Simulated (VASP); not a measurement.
A run of VASP 6.6.1 is set up as follows.

File INCAR:

```
PREC = Accurate ; ENCUT = 520
EDIFF = 1E-7 ; ISMEAR = -1
SIGMA = 0.05 ; LREAL = False
LASPH = True ; NELM = 80
ALGO = Normal ; ISIF = 2
LWAVE = False ; LCHARG = False
GGA = RE ; IVDW = 12
NBANDS = 16
```

Contents of KPOINTS:

```
Automatic mesh
0
Gamma
  10 10 10
```

The input POSCAR:

```
GaN
1.0
    0.0000000000      2.2230441631      2.2230441631
    2.2230441631      0.0000000000      2.2230441631
    2.2230441631      2.2230441631      0.0000000000
Ga N
1 1
Direct
    0.0000000000      0.0000000000      0.0000000000
    0.2500000000      0.2500000000      0.2500000000
```

Potentials or basis: VASP PAW PBE potentials, release 64 (Ga_d, N).

Command:

```sh
$ cat potpaw_PBE.64/Ga_d/POTCAR potpaw_PBE.64/N/POTCAR > POTCAR
$ mpirun -np 1 vasp_std > vasp.out
```

(1) Estimate the band gap on the k mesh.

(2) What does it give for the pressure?

(3) What does it give for the dispersion energy per atom?

Results:

(1) 2.03 eV, direct.

(2) 8.6 GPa.

(3) -0.513 eV.

Caveat: the PAW data sets were made with another functional, which shifts forces and pressure a little.
